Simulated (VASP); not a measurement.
Write the native input for VASP 6.6.1 that does the following.

```yaml
Task: single point
Functional: PBE
Potentials_or_basis: VASP PAW PBE potentials, release 64 (Cr_pv, Cu, O)
Cutoff: 600 eV
k_mesh: 7 × 7 × 7
Occupations: gaussian, width 0.05 eV
Spin: collinear spin, ferrimagnetic start
Starting_moments: "[4.0, -1.0, 0.0, 0.0] μB"
Dipole_correction: no
Further_INCAR_settings: ALGO = Normal; EDIFF = 1e-06; NBANDS = 30
```

The structure of CrCuO2 lies in POSCAR:

```
CrCuO2
1.0
    1.4867005100      0.8583469400      5.7000019100
   -1.4867005100      0.8583469400      5.7000019100
    0.0000000000     -1.7166938800      5.7000019100
Cr Cu O
1 1 2
Direct
    0.5000000000      0.5000000000      0.5000000000
    0.0000000000      0.0000000000      0.0000000000
    0.1079200000      0.1079200000      0.1079200000
    0.8920800000      0.8920800000      0.8920800000
```

One way to write it, as run:

INCAR

```
PREC = Accurate
ENCUT = 600
EDIFF = 1E-6
ISMEAR = 0
SIGMA = 0.05
LREAL = False
LASPH = True
NELM = 200
ALGO = Normal
ISIF = 2
LWAVE = False
LCHARG = False
ISPIN = 2
MAGMOM = 4 -1 0 0
LORBIT = 11
LMAXMIX = 4
GGA = PE
NBANDS = 30
GGA_COMPAT = False
```

KPOINTS

```
Automatic mesh
0
Gamma
  7 7 7
```

Potentials or basis: VASP PAW PBE potentials, release 64 (Cr_pv, Cu, O).

Command:

```sh
$ cat potpaw_PBE.64/Cr_pv/POTCAR potpaw_PBE.64/Cu/POTCAR potpaw_PBE.64/O/POTCAR > POTCAR
$ mpirun -np 1 vasp_std > vasp.out
```

Results of the run:

```json
{"Pressure": "4.7 GPa", "Largest force": "0.046 eV/Å", "Band gap on the k mesh": "1.16 eV (least direct gap 1.29 eV)", "Net moment": "3.00 μB per cell", "Site moments": "Cr +2.83; Cu +0.03; O -0.00 μB", "Valence electrons inside the program's atomic spheres": "Cr 10.74; Cu 9.96; O 5.05"}
```

Caveat: the cell stands under pressure; an empty level that is flat over the whole mesh can mark a ghost state of the potentials, or a narrow d or f band; an odd mesh through Γ misses points on the zone boundary, where band edges can lie.

Run time: 11 min on 1 thread of AMD EPYC 7R43 64-Core Processor (Zen 3) (shared host), peak memory 0.44 GiB.
